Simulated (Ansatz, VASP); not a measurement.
**NaH in VASP and in Ansatz**

File POSCAR:

```
NaH
1.0
    0.0000000000      2.4116334585      2.2259376822
    2.4116334585      0.0000000000      2.2259376822
    2.4116334585      2.4116334585      0.0000000000
Na H
1 1
Direct
    0.0000000000      0.0000000000      0.0000000000
    0.5000000000      0.5000000000      0.5000000000
```

Contents of INCAR.step1:

```
SYSTEM = NaH
ALGO = Normal
EDIFF = 1E-4
ENCUT = 520
GGA = PE
ISMEAR = -1
LASPH = .True.
LCHARG = .False.
LREAL = .False.
LWAVE = .True.
NBANDS = 11
NELM = 80
PREC = Accurate
SIGMA = 0.2
```

File INCAR.step2:

```
SYSTEM = NaH
ALGO = Normal
EDIFF = 1E-7
ENCUT = 520
ISIF = 2
ISMEAR = -1
ISTART = 1
LASPH = .True.
LCHARG = .False.
LMIXTAU = .True.
LREAL = .False.
LWAVE = .False.
METAGGA = R2SCAN
NBANDS = 11
NELM = 80
PREC = Accurate
SIGMA = 0.2
```

File KPOINTS:

```
k-points
0
Gamma
  10 10 10
  0 0 0
```

Input for Ansatz:

```yaml
crystal:
  lattice:
    - [0.0, 2.4116334585, 2.2259376822]
    - [2.4116334585, 0.0, 2.2259376822]
    - [2.4116334585, 2.4116334585, 0.0]
  atoms:
    - { symbol: Na, position: [0.0, 0.0, 0.0] }
    - { symbol: H, position: [0.5, 0.5, 0.5] }
basis:
  ecutwfc: 520.0
kpoints:
  mp_grid: { grid: [10, 10, 10] }
hamiltonian:
  xc: r2scan
scf:
  occupations: { method: fermi_dirac, width: 0.2 }
output:
  forces: true
  stress: true
  eigenvalues: true
```

Alike in both runs: task single point; functional r2SCAN; k mesh 10 × 10 × 10; occupations fermi-dirac, width 0.2 eV; no spin polarisation.

|  | VASP | Ansatz |
| --- | --- | --- |
| version | VASP 6.6.1 | Ansatz 0.2.0 |
| potentials or method | VASP PAW PBE potentials, release 64 (Na_pv, H), cutoff 520 eV | scalar-relativistic, plane waves, PAW |
| valence electrons in the cell | 8 | 10 |

Ansatz gave:

```
gap on the k mesh at the Fermi level (eV)                     : 4.46
least direct gap on the mesh (eV)                             : 5.35
pressure (GPa)                                                : 2.0
traceless stress, the component that is largest in VASP (GPa) : 2.79
```

Question: What did VASP give for the same quantities?

Answer: gap on the k mesh at the Fermi level (eV): 4.48; least direct gap on the mesh (eV): 5.37; pressure (GPa): 1.9; traceless stress, the component that is largest in VASP (GPa): 2.91.

VASP's potentials were made for PBE, not for r2SCAN. With one functional, cell and mesh, what is left measures potentials, basis and numerics. VASP's potentials hold 8 valence electrons a cell and Ansatz's 10, so a difference there can come from the potentials and not from the codes.
